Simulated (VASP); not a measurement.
# TiO2 (I4_1/amd) in VASP: a series of runs

TiO2 is run at these levels: PBEsol; tasks: single point.

All numbers are computed with VASP 6.6.1; they aren't measurements. Logs are shortened: lines on timing, memory, paths and dates and some standing lists are left out, and cuts for length are marked.

### Step 1. The cell of the first run

Symmetry: I4_1/amd, No. 141, tetragonal system. Conventional cell: a = 3.769 Å, b = 3.769 Å, c = 9.558 Å, α = 90.00°, β = 90.00°, γ = 90.00°. Within 2.6 Å of Ti (site symmetry -4m2) lie 6 O at 1.93 to 1.98 Å. O (site symmetry 2mm) has 3 Ti at 1.93 to 1.98 Å and 2 O at 2.46 Å within 2.6 Å.

### Step 2. Single point, PBEsol

Contents of INCAR:

```
PREC = Accurate
ENCUT = 520
EDIFF = 1E-6
ISMEAR = 0
SIGMA = 0.02
LREAL = F
LASPH = T
NELM = 100
ALGO = Normal
ISIF = 2
LWAVE = F
LCHARG = T
GGA = PS
LELF = T
LVHAR = T
NBANDS = 33
```

Contents of KPOINTS:

```
regular mesh
0
Gamma
  10 10 10
```

Contents of POSCAR:

```
TiO2
1.0
   -1.8843961947      1.8843961947      4.7791519191
    1.8843961947     -1.8843961947      4.7791519191
    1.8843961947      1.8843961947     -4.7791519191
Ti O
2 4
Direct
    0.0000000000      0.0000000000      0.0000000000
    0.7500000000      0.2500000000      0.5000000000
    0.9574304757      0.4574304757      0.5000000000
    0.2074304757      0.2074304757      0.0000000000
    0.5425695243      0.0425695243      0.5000000000
    0.7925695243      0.7925695243      0.0000000000
```

Potentials or basis: VASP PAW PBE potentials, release 64 (Ti_sv, O).

On the command line:

```sh
$ cat potpaw_PBE.64/Ti_sv/POTCAR potpaw_PBE.64/O/POTCAR > POTCAR
$ mpirun -np 1 vasp_std > vasp.out
```

OUTCAR:

```text
PREC = Accurate
   ENCUT = 520
   EDIFF = 1E-6
   ISMEAR = 0
   LREAL = F
   LASPH = T
   NELM = 100
   ISIF = 2
   GGA = PS

 ion  position               nearest neighbor table
   1  0.000  0.000  0.000-   5 1.93   3 1.93   5 1.93   3 1.93   4 1.98   6 1.98
   2  0.750  0.250  0.500-   6 1.93   4 1.93   6 1.93   4 1.93   3 1.98   5 1.98
   3  0.957  0.457  0.500-   1 1.93   1 1.93   2 1.98
   4  0.207  0.207  0.000-   2 1.93   2 1.93   1 1.98
   5  0.543  0.043  0.500-   1 1.93   1 1.93   2 1.98
   6  0.793  0.793  0.000-   2 1.93   2 1.93   1 1.98

  LATTYP: Found a body centered tetragonal cell.
 ALAT       =     3.7687923894
 C/A-ratio  =     2.5361714976

  Lattice vectors:

 A1 = (  -1.8843961947,   1.8843961947,   4.7791519191)
 A2 = (   1.8843961947,  -1.8843961947,   4.7791519191)
 A3 = (   1.8843961947,   1.8843961947,  -4.7791519191)

Analysis of symmetry for initial positions (statically):
=====================================================================
 Subroutine PRICEL returns:
 Original cell was already a primitive cell.

 Routine SETGRP: Setting up the symmetry group for a
 body centered tetragonal supercell.

 Subroutine GETGRP returns: Found 16 space group operations
 (whereof  8 operations were pure point group operations)
 out of a pool of 16 trial point group operations.

The static configuration has the point symmetry D_2d.
 The point group associated with its full space group is D_4h.

Analysis of symmetry for dynamics (positions and initial velocities):
=====================================================================
 Subroutine PRICEL returns:
 Original cell was already a primitive cell.

 Routine SETGRP: Setting up the symmetry group for a
 body centered tetragonal supercell.

 Subroutine GETGRP returns: Found 16 space group operations
 (whereof  8 operations were pure point group operations)
 out of a pool of 16 trial point group operations.

The dynamic configuration has the point symmetry D_2d.
 The point group associated with its full space group is D_4h.

 Subroutine INISYM returns: Found 16 space group operations
 (whereof  8 operations are pure point group operations),
 and found     1 'primitive' translations

----------------------------------------------------------------------------------------

                                     Primitive cell

  volume of cell :      67.8821

  direct lattice vectors                    reciprocal lattice vectors
    -1.884396195  1.884396195  4.779151919     0.000000000  0.265336982  0.104621073
     1.884396195 -1.884396195  4.779151919     0.265336982  0.000000000  0.104621073
     1.884396195  1.884396195 -4.779151919     0.265336982  0.265336982  0.000000000

  length of vectors
     5.471945824  5.471945824  5.471945824     0.285217957  0.285217957  0.375243159

  position of ions in fractional coordinates (direct lattice)
     0.000000000  0.000000000  0.000000000
     0.750000000  0.250000000  0.500000000
     0.957430476  0.457430476  0.500000000
     0.207430476  0.207430476  0.000000000
     0.542569524  0.042569524  0.500000000
     0.792569524  0.792569524  0.000000000

  ion indices of the primitive-cell ions
   primitive index   ion index
                 1           1
                 2           2
                 3           3
                 4           4
                 5           5
                 6           6

----------------------------------------------------------------------------------------

 KPOINTS: regular mesh

Automatic generation of k-mesh.
 Grid dimensions read from file:
 generate k-points for:   10   10   10

 Generating k-lattice:

  Cartesian coordinates                     Fractional coordinates (reciprocal lattice)
     0.000000000  0.026533698  0.010462107     0.100000000 -0.000000000  0.000000000
     0.026533698  0.000000000  0.010462107    -0.000000000  0.100000000  0.000000000
     0.026533698  0.026533698  0.000000000     0.000000000  0.000000000  0.100000000

  Length of vectors
     0.028521796  0.028521796  0.037524316

  Shift w.r.t. Gamma in fractional coordinates (k-lattice)
     0.000000000  0.000000000  0.000000000

 Subroutine IBZKPT returns following result:
 ===========================================

 Found    102 irreducible k-points:

 Following reciprocal coordinates:
            Coordinates               Weight
  0.000000  0.000000  0.000000      1.000000
  0.100000  0.000000 -0.000000      8.000000
  0.200000  0.000000 -0.000000      8.000000
  0.300000  0.000000  0.000000      8.000000
  0.400000  0.000000  0.000000      8.000000
  0.500000  0.000000 -0.000000      4.000000
[... 16 lines left out ...]
  0.300000  0.300000 -0.000000      8.000000
  0.400000  0.300000 -0.000000     16.000000
 [... further k-points ...]
   k-points           NKPTS =    102   k-points in BZ     NKDIM =    102   number of bands    NBANDS=     33
   number of dos      NEDOS =    301   number of ions     NIONS =      6
   total plane-waves  NPLWV =  74088
   dimension x,y,z NGX =    42 NGY =   42 NGZ =   42
   dimension x,y,z NGXF=    84 NGYF=   84 NGZF=   84
   ions per type =               2   4
   NGX,Y,Z   is equivalent  to a cutoff of  12.76, 12.76, 12.76 a.u.
   NGXF,Y,Z  is equivalent  to a cutoff of  25.52, 25.52, 25.52 a.u.
 SYSTEM =  unknown system
   PREC   = accura    normal or accurate (medium, high low for compatibility)
   ISTART =      0    job   : 0-new  1-cont  2-samecut
   ICHARG =      2    charge: 1-file 2-atom 10-const
   ISPIN  =      1    spin polarized calculation?
   LNONCOLLINEAR =      F non collinear calculations
   LSORBIT =      F    spin-orbit coupling
   LASPH  =      T    aspherical Exc in radial PAW
   ENCUT  =  520.0 eV  38.22 Ry    6.18 a.u.  10.17 10.17 10.17*2*pi/ulx,y,z
   NELM   =    100;   NELMIN=  2; NELMDL= -5     # of ELM steps
   EDIFF  = 0.1E-05   stopping-criterion for ELM
   LREAL  =      F    real-space projection
   EDIFFG = 0.1E-04   stopping-criterion for IOM
   NSW    =      0    number of steps for IOM
   IBRION =     -1    ionic relax: 0-MD 1-quasi-New 2-CG
   NFREE  =      0    steps in history (QN), initial steepest desc. (CG)
   ISIF   =      2    stress and relaxation
   ISYM   =      2    0-nonsym 1-usesym 2-fastsym
   POTIM  = 0.5000    time-step for ionic-motion
   TEBEG  =    0.0;   TEEND  =   0.0 temperature during run
   PSTRESS=    0.0 pullay stress
   NELECT =      48.0000    total number of electrons
   NUPDOWN=      -1.0000    fix difference up-down
   EMIN   =  10.00;   EMAX   =-10.00  energy-range for DOS
   EFERMI =   0.00;   METHOD = LEGACY
   ISMEAR =     0;   SIGMA  =   0.02  broadening in eV -4-tet -1-fermi 0-gaus
   EFERMI_NEDOS =   21; number of points for ismear=-14 and -15
   IALGO  =     38    algorithm
   IMIX   =      4    mixing-type and parameters
     AMIX     =   0.40;   BMIX     =  1.00
     AMIX_MAG =   1.60;   BMIX_MAG =  1.00
  volume/ion in A,a.u.               =      11.31        76.35
  Fermi-wavevector in a.u.,A,eV,Ry     =   1.458490  2.756147 28.942223  2.127193
  Thomas-Fermi vector in A             =   2.575168
   LORBIT       =      0    0 simple, 1 ext, 2 COOP (PROOUT), +10 PAW based schemes
   GGA     = PS    functional components
   LHFCALC =     F    Hartree Fock is set to
   AEXX    =    0.0000 exact exchange contribution
   IVDW    =     0    specifies the selected vdW correction
   LEPSILON=     F    determine dielectric tensor
   LRPA    =     F    only Hartree local field effects (RPA)
 non-spin polarized calculation
 Gauss-broadening in eV      SIGMA  =   0.02
  energy-cutoff  :      520.00
  volume of cell :       67.88
 maximum number of plane-waves:      1846
 NGX is ok and might be reduce to    42

 number of electron      47.9999993 magnetization

 Free energy of the ion-electron system (eV)
  ---------------------------------------------------
  ext. energy  EPLUGINS =         0.00000000
  ---------------------------------------------------
  free energy    TOTEN  =       -56.21746831 eV

  energy without entropy =      -56.21746831  energy(sigma->0) =      -56.21746831

 E-fermi :   3.3891     XC(G=0): -11.0345

 val. band max:        3.3039462310   @ k =  -0.4000   0.4000   0.0000
 cond. band min:       5.4046435433   @ k =   0.0000   0.0000   0.0000
 fundamental gap:      2.1006973123
 Fermi energy:         3.3890679211

 k-point     1 :       0.0000    0.0000    0.0000
  band No.  band energies     occupation
      1     -52.7910      2.00000
      2     -52.7288      2.00000
      3     -29.3832      2.00000
      4     -29.1344      2.00000
      5     -29.1344      2.00000
      6     -29.0616      2.00000
[... 25 lines left out ...]
     32       8.6733      0.00000
     33       8.7457      0.00000

 k-point     2 :       0.1000    0.0000   -0.0000
  band No.  band energies     occupation
      1     -52.7896      2.00000
      2     -52.7297      2.00000
      3     -29.3802      2.00000
      4     -29.1480      2.00000
      5     -29.1354      2.00000
      6     -29.0673      2.00000
[... 25 lines left out ...]
     32       8.7781      0.00000
     33       9.0317      0.00000

 k-point     3 :       0.2000    0.0000   -0.0000
  band No.  band energies     occupation
      1     -52.7858      2.00000
      2     -52.7323      2.00000
      3     -29.3727      2.00000
      4     -29.1823      2.00000
      5     -29.1378      2.00000
      6     -29.0808      2.00000
[... 25 lines left out ...]
     32       9.1271      0.00000
     33       9.4624      0.00000

 k-point     4 :       0.3000    0.0000    0.0000
  band No.  band energies     occupation
      1     -52.7805      2.00000
      2     -52.7361      2.00000
      3     -29.3636      2.00000
      4     -29.2236      2.00000
      5     -29.1404      2.00000
      6     -29.0937      2.00000
[... 673 lines left out ...]
     32       9.8636      0.00000
     33      10.1058      0.00000

 k-point    23 :       0.3000    0.3000   -0.0000
  band No.  band energies     occupation
      1     -52.7674      2.00000
      2     -52.7459      2.00000
      3     -29.3360      2.00000
      4     -29.2767      2.00000
      5     -29.1828      2.00000
      6     -29.1347      2.00000
[... 25 lines left out ...]
     32       9.8711      0.00000
     33      10.6977      0.00000

 k-point    24 :       0.4000    0.3000   -0.0000
  band No.  band energies     occupation
      1     -52.7634      2.00000
      2     -52.7486      2.00000
      3     -29.3393      2.00000
      4     -29.2991      2.00000
      5     -29.1849      2.00000
      6     -29.1516      2.00000
[... 25 lines left out ...]
     32       9.8761      0.00000
     33      10.7710      0.00000

 [... further k-points ...]

------------------------ aborting loop because EDIFF is reached ----------------------------------------

  FORCE on cell =-STRESS in cart. coord.  units (eV):
  Direction    XX          YY          ZZ          XY          YZ          ZX
  --------------------------------------------------------------------------------------
  -------------------------------------------------------------------------------------
  Total        0.3068064      0.3068064      0.3135662      0.0000000      0.0000000      0.0000000
  in kB        7.2413533      7.2413533      7.4008996      0.0000000      0.0000000      0.0000000
  external PRESSURE =       7.2945354 kB  Pullay stress =       0.0000000 kB

 VOLUME and BASIS-vectors are now :
 -----------------------------------------------------------------------------
  energy-cutoff  :      520.00
  volume of cell :       67.88
      direct lattice vectors                 reciprocal lattice vectors
    -1.884396195  1.884396195  4.779151919     0.000000000  0.265336982  0.104621073
     1.884396195 -1.884396195  4.779151919     0.265336982  0.000000000  0.104621073
     1.884396195  1.884396195 -4.779151919     0.265336982  0.265336982  0.000000000

 POSITION                                       TOTAL-FORCE (eV/Angst)
 -----------------------------------------------------------------------------------
      0.00000      0.00000      0.00000         0.000000      0.000000     -0.000000
     -0.00000      1.88440      2.38958         0.000000      0.000000     -0.000000
      0.00000      1.88440      4.37226        -0.000000      0.000000      0.021056
      0.00000      0.00000      1.98268         0.000000     -0.000000      0.021056
      0.00000      1.88440      0.40689        -0.000000      0.000000     -0.021056
      0.00000      0.00000      7.57562         0.000000     -0.000000     -0.021056
 -----------------------------------------------------------------------------------
    total drift:                               -0.000000     -0.000000     -0.000000

  FREE ENERGIE OF THE ION-ELECTRON SYSTEM (eV)
  ---------------------------------------------------
  free  energy   TOTEN  =       -56.2174683065 eV

  energy  without entropy=      -56.2174683065  energy(sigma->0) =      -56.21746831
```

Wall time 7.8 min (1 thread of Intel Xeon Platinum 8259CL at 2.50GHz (Skylake/Cascade Lake), shared host); peak memory 0.36 GiB.

What came out:

| Item | Value |
| --- | --- |
| Free energy | -56.2175 eV |
| Pressure | 0.7 GPa |
| Largest force | 0.021 eV/Å |
| Band gap on the k mesh | 2.10 eV (least direct gap 2.42 eV) |

Forces on the atoms (eV/Å):
```
Ti   0.000  0.000  0.000
Ti   0.000  0.000  0.000
O    0.000  0.000  0.021
O    0.000  0.000  0.021
O    0.000  0.000 -0.021
O    0.000  0.000 -0.021
```

Levels at points of the mesh, in eV from the valence-band top:
```csv
k point,band 21,band 22,band 23,band 24,band 25,band 26,band 27,band 28
"(0.00, 0.00, 0.00)",-0.77,-0.77,-0.46,-0.46,2.10,2.85,4.05,4.05
"(0.50, 0.00, 0.00)",-1.98,-0.96,-0.83,-0.64,3.26,3.58,3.59,3.67
"(0.50, 0.50, 0.00)",-2.09,-2.09,-0.04,-0.04,3.34,3.34,3.84,3.84
"(0.50, 0.50, 0.50)",-1.26,-1.26,-0.10,-0.10,2.46,2.46,3.81,3.81
```

Caveat: the PAW data sets were made with another functional, which shifts forces and pressure a little. A k mesh can miss the band edges.

### Step 3. Single point, PBEsol

This run uses another cell than the first one: it holds 30 atoms, not 6.

Contents of INCAR:

```
SYSTEM = TiO2
  ALGO = Normal
  EDIFF = 1E-7
  ENCUT = 520
  GGA = PS
  ISIF = 2
  ISMEAR = 0
  LASPH = .True.
  LCHARG = .True.
  LELF = .True.
  LREAL = Auto
  LVHAR = .True.
  LWAVE = .False.
  NBANDS = 141
  NELM = 100
  PREC = Accurate
  SIGMA = 0.02
```

Contents of KPOINTS:

```
Automatic mesh
0
Gamma
  2 2 2
  0.5 0.5 0.5
```

Contents of POSCAR:

```
TiO2
1.0
   -5.6531885842      1.8843961947     -4.7791519191
   -1.8843961947     -5.6531885842      4.7791519191
    1.8843961947      5.6531885842      4.7791519191
Ti O
10 20
Direct
    0.4000000000      0.6000000000      0.8000000000
    0.0000000000      0.0000000000      0.0000000000
    0.8000000000      0.2000000000      0.6000000000
    0.6000000000      0.4000000000      0.2000000000
    0.2000000000      0.8000000000      0.4000000000
    0.7000000000      0.5500000000      0.6500000000
    0.3000000000      0.9500000000      0.8500000000
    0.1000000000      0.1500000000      0.4500000000
    0.9000000000      0.3500000000      0.0500000000
    0.5000000000      0.7500000000      0.2500000000
    0.7000000000      0.7574304757      0.8574304757
    0.3000000000      0.1574304757      0.0574304757
    0.1000000000      0.3574304757      0.6574304757
    0.9000000000      0.5574304757      0.2574304757
    0.5000000000      0.9574304757      0.4574304757
    0.6000000000      0.6074304757      0.4074304757
    0.2000000000      0.0074304757      0.6074304757
    1.0000000000      0.2074304757      0.2074304757
    0.8000000000      0.4074304757      0.8074304757
    0.4000000000      0.8074304757      0.0074304757
    0.7000000000      0.3425695243      0.4425695243
    0.3000000000      0.7425695243      0.6425695243
    0.1000000000      0.9425695243      0.2425695243
    0.9000000000      0.1425695243      0.8425695243
    0.5000000000      0.5425695243      0.0425695243
    0.4000000000      0.3925695243      0.5925695243
    1.0000000000      0.7925695243      0.7925695243
    0.8000000000      0.9925695243      0.3925695243
    0.6000000000      0.1925695243      0.9925695243
    0.2000000000      0.5925695243      0.1925695243
```

Potentials or basis: VASP PAW PBE potentials, release 64 (Ti_sv, O).

On the command line:

```sh
$ cat potpaw_PBE.64/Ti_sv/POTCAR potpaw_PBE.64/O/POTCAR > POTCAR
$ mpirun -np 1 vasp_std > vasp.out
```

It took 8.3 min on 1 thread of Intel Xeon Platinum 8259CL at 2.50GHz (Skylake/Cascade Lake), shared host; peak memory 0.51 GiB.

It converged, with:

```yaml
Free_energy: -281.0872 eV
Pressure: 0.7 GPa
Largest_force: 0.013 eV/Å
Band_gap_on_the_k_mesh: 2.31 eV
```

Forces in eV/Å, atoms in the order of the input:
```
Ti   0.000  0.000  0.000
Ti   0.000  0.000  0.000
Ti   0.000  0.000  0.000
Ti   0.000  0.000  0.000
Ti   0.000  0.000  0.000
Ti   0.000  0.000  0.000
Ti   0.000  0.000  0.000
Ti   0.000  0.000  0.000
Ti   0.000  0.000  0.000
Ti   0.000  0.000  0.000
O    0.000  0.000  0.013
O    0.000  0.000  0.013
O    0.000  0.000  0.013
O    0.000  0.000  0.013
O    0.000  0.000  0.013
O    0.000  0.000  0.013
O    0.000  0.000  0.013
O    0.000  0.000  0.013
O    0.000  0.000  0.013
O    0.000  0.000  0.013
O    0.000  0.000 -0.013
O    0.000  0.000 -0.013
O    0.000  0.000 -0.013
O    0.000  0.000 -0.013
O    0.000  0.000 -0.013
O    0.000  0.000 -0.013
O    0.000  0.000 -0.013
O    0.000  0.000 -0.013
O    0.000  0.000 -0.013
O    0.000  0.000 -0.013
```

Levels at points of the mesh, in eV from the valence-band top:
```tsv
k point	band 117	band 118	band 119	band 120	band 121	band 122	band 123	band 124
(0.25, 0.25, 0.25)	-0.36	-0.36	-0.14	-0.14	3.11	3.11	3.11	3.11
```

Caveat: the PAW data sets were made with another functional, which shifts forces and pressure a little; a shifted mesh leaves out Γ, where band edges can lie.
